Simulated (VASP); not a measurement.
## CoO: single point with LDA+U

CoO:

```
Co O
1.0
     0.00000    2.08742    2.08742
     2.08742    0.00000    2.08742
     2.08742    2.08742    0.00000
Co O
1 1
Cartesian
  0.0000 0.0000 0.0000
  2.0874 2.0874 2.0874
```

```json
{
 "Program": "VASP 6.6.1",
 "Task": "single point",
 "Functional": "LDA",
 "Potentials or basis": "VASP PAW LDA potentials, release 64 (Co_sv, O_h)",
 "Cutoff": "1340 eV",
 "k mesh": "10 × 10 × 10",
 "Occupations": "gaussian, width 0.05 eV",
 "Spin": "collinear spin, ferromagnetic start",
 "Starting moments": "[2.8, 0.31] μB",
 "Hubbard terms": "Co d U = 3.3 eV",
 "Dipole correction": "no",
 "Further INCAR settings": "ALGO = Normal; EDIFF = 1e-06; NBANDS = 22"
}
```

```
Pressure                                              : -5.6 GPa
Band gap on the k mesh                                : zero (filled and empty bands overlap)
Net moment                                            : 3.00 μB per cell
Site moments                                          : Co +2.65; O +0.22 μB
Valence electrons inside the program's atomic spheres : Co 14.93; O 3.34
```

Levels at points of the mesh, in eV from the Fermi level:
Spin up:
| k point | band 10 | band 11 | band 12 | band 13 | band 14 | band 15 | band 16 | band 17 |
| --- | --- | --- | --- | --- | --- | --- | --- | --- |
| (0.00, 0.00, 0.00) | -4.26 | -3.00 | -3.00 | -3.00 | 1.62 | 17.04 | 18.19 | 18.19 |
| (0.50, 0.00, 0.00) | -3.50 | -2.66 | -0.11 | -0.11 | 5.32 | 10.07 | 13.82 | 13.82 |
| (0.50, 0.50, 0.00) | -4.10 | -3.37 | -3.20 | -3.20 | 6.33 | 10.38 | 11.58 | 16.48 |
Spin down:
| k point | band 8 | band 9 | band 10 | band 11 | band 12 | band 13 |
| --- | --- | --- | --- | --- | --- | --- |
| (0.00, 0.00, 0.00) | -2.46 | -1.27 | -1.27 | -1.27 | 0.95 | 0.95 |
| (0.50, 0.00, 0.00) | -4.59 | -0.12 | -0.12 | 0.21 | 3.76 | 3.76 |
| (0.50, 0.50, 0.00) | -3.82 | -2.53 | 0.11 | 0.11 | 1.51 | 2.11 |

Eigenvalues of the final occupation matrices:
```
    site  spin  trace               eigenvalues
site 1 d     1   4.68  0.92 0.92 0.92 0.96 0.96
site 1 d     2   2.05  0.12 0.12 0.60 0.60 0.60
```

Wall time 120 s on 1 thread of Intel(R) Xeon(R) Platinum 8375C CPU @ 2.90GHz (Ice Lake), on a shared host, peak memory 0.26 GiB.

Caveat: the cell stands under tension; a cell with one magnetic atom can't hold antiferromagnetic order, which such compounds often take. The state reached can hang on the start; a lower one may exist.
